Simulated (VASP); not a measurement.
A run of VASP 6.6.1 is set up as follows.

INCAR

```
SYSTEM = NdBeF2
PREC = Accurate ; ENCUT = 600
EDIFF = 1E-6 ; ISMEAR = 0
SIGMA = 0.1 ; LREAL = .FALSE.
LASPH = .TRUE. ; NELM = 200
ALGO = Normal ; ISIF = 2
LWAVE = .FALSE. ; LCHARG = .FALSE.
GGA = PE ; NBANDS = 23
GGA_COMPAT = .FALSE. ; LMAXMIX = 6
```

KPOINTS

```
Automatic mesh
0
G
  6 6 4
  0 0 0
```

Contents of POSCAR:

```
NdBeF2
1.0
    3.6891762112      0.0000000000      0.0000000000
   -1.8445881056      3.1949203179      0.0000000000
    0.0000000000      0.0000000000      7.7024181768
Nd Be F
1 1 2
Direct
    0.0000000000      0.0000000000      0.0000000000
    0.0000000000      0.0000000000      0.5000000000
    0.0000000000      0.0000000000      0.6902277103
    0.0000000000      0.0000000000      0.3097722897
```

Potentials or basis: VASP PAW PBE potentials, release 64 (Nd, Be, F).

Command:

```bash
$ cat potpaw_PBE.64/Nd/POTCAR potpaw_PBE.64/Be/POTCAR potpaw_PBE.64/F/POTCAR > POTCAR
$ mpirun -np 1 vasp_std > vasp.out
```

Question: Estimate the pressure.

Answer: -1.2 GPa.

Question: Predict the band gap on the k mesh.

Answer: Zero (bands 15 and 16 overlap by 0.19 eV).

Stress tensor (GPa, compression positive):
```
-1.83  0.00  0.00
 0.00 -1.83  0.00
 0.00  0.00  0.14
```

Caveat: spin-orbit coupling is left out, which moves the levels of the heavy elements; the run has no spin polarisation, though such a crystal can be magnetic; semilocal functionals describe open f shells poorly, which spoils levels, moments and volumes. With open d or f shells a metallic result of PBE can be an artefact of self-interaction; +U or a hybrid may open a gap.
